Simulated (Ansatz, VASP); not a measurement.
Al4N5: VASP beside Ansatz

File INCAR:

```
PREC = Accurate ; ENCUT = 520
EDIFF = 1E-6 ; ISMEAR = 0
SIGMA = 0.05 ; LREAL = F
LASPH = T ; NELM = 150
ALGO = Fast ; ISIF = 2
LWAVE = F ; LCHARG = F
ISPIN = 2 ; MAGMOM = 0 0 0 0 3 0 0 0 0
LORBIT = 11 ; LDIPOL = T
IDIPOL = 3 ; DIPOL = 0.5 0.5 0.345
GGA = PE ; NBANDS = 32
```

Contents of KPOINTS:

```
Automatic mesh
0
Gamma
  9 9 1
```

File POSCAR:

```
Al4N5
1.0
    3.1297683445      0.0000000000      0.0000000000
   -1.5648841723      2.7104588943      0.0000000000
    0.0000000000      0.0000000000     25.0621509606
N Al
5 4
Direct
    0.3333333333      0.6666666667      0.1596032203
    0.6666666667      0.3333333333      0.2597004396
    0.3333333333      0.6666666667      0.3620561642
    0.6666666667      0.3333333333      0.4610505141
    0.6666666667      0.6666666667      0.5359536371
    0.6666666667      0.3333333333      0.1833176549
    0.3333333333      0.6666666667      0.2834148742
    0.6666666667      0.3333333333      0.3814237064
    0.3333333333      0.6666666667      0.4812895341
```

Input for Ansatz:

```yaml
crystal:
  lattice:
    - [3.1297683445, 0.0, 0.0]
    - [-1.5648841723, 2.7104588943, 0.0]
    - [0.0, 0.0, 25.0621509606]
  atoms:
    - { symbol: "N", position: [0.3333333333, 0.6666666667, 0.1596032203] }
    - { symbol: Al, position: [0.6666666667, 0.3333333333, 0.1833176549] }
    - { symbol: "N", position: [0.6666666667, 0.3333333333, 0.2597004396] }
    - { symbol: Al, position: [0.3333333333, 0.6666666667, 0.2834148742] }
    - { symbol: "N", position: [0.3333333333, 0.6666666667, 0.3620561642] }
    - { symbol: Al, position: [0.6666666667, 0.3333333333, 0.3814237064] }
    - { symbol: "N", position: [0.6666666667, 0.3333333333, 0.4610505141] }
    - { symbol: Al, position: [0.3333333333, 0.6666666667, 0.4812895341] }
    - { symbol: "N", position: [0.6666666667, 0.6666666667, 0.5359536371], spin: 3.0 }
basis:
  ecutwfc: 420
kpoints:
  mp_grid: { grid: [9, 9, 1] }
hamiltonian:
  xc: pbe
  pseudopotentials: { kind: paw, azcp: { folder: soft_1 } }
scf:
  occupations: { method: gaussian, width: 0.05 }
output:
  forces: true
  eigenvalues: true
  populations: true
magnetization:
  spin_polarized: true
efield:
  axis: 3
  dipole_correction: true
  ramp_width: 0.04
```

Alike in both runs: task single point; functional PBE; k mesh 9 × 9 × 1; occupations gaussian, width 0.05 eV; collinear spin.

|  | VASP | Ansatz |
| --- | --- | --- |
| version | VASP 6.6.1 | Ansatz 0.2.0 |
| potentials or method | VASP PAW PBE potentials, release 64 (N, Al), cutoff 520 eV | scalar-relativistic, plane waves, PAW |
| valence electrons in the cell | 37 | 37 |

Ansatz gave:

| Property | Result |
| --- | --- |
| gap on the k mesh at the Fermi level (eV) | none |
| rms of the force components (eV/Å) | 1.259 |
| net moment per atom (μB) | 0.08 |
| size of the moment on the site where the two differ most (μB) | 0.80 |

Question: Which values does VASP return?

Answer: gap on the k mesh at the Fermi level (eV): none; rms of the force components (eV/Å): 1.263; net moment per atom (μB): 0.21; size of the moment on the site where the two differ most (μB): 0.83.

The net moments are unlike, so the other rows may belong to different states. Site moments also hang on the region over which each program counts them. A gap of «none» marks a metal or a gap that the smearing closes.
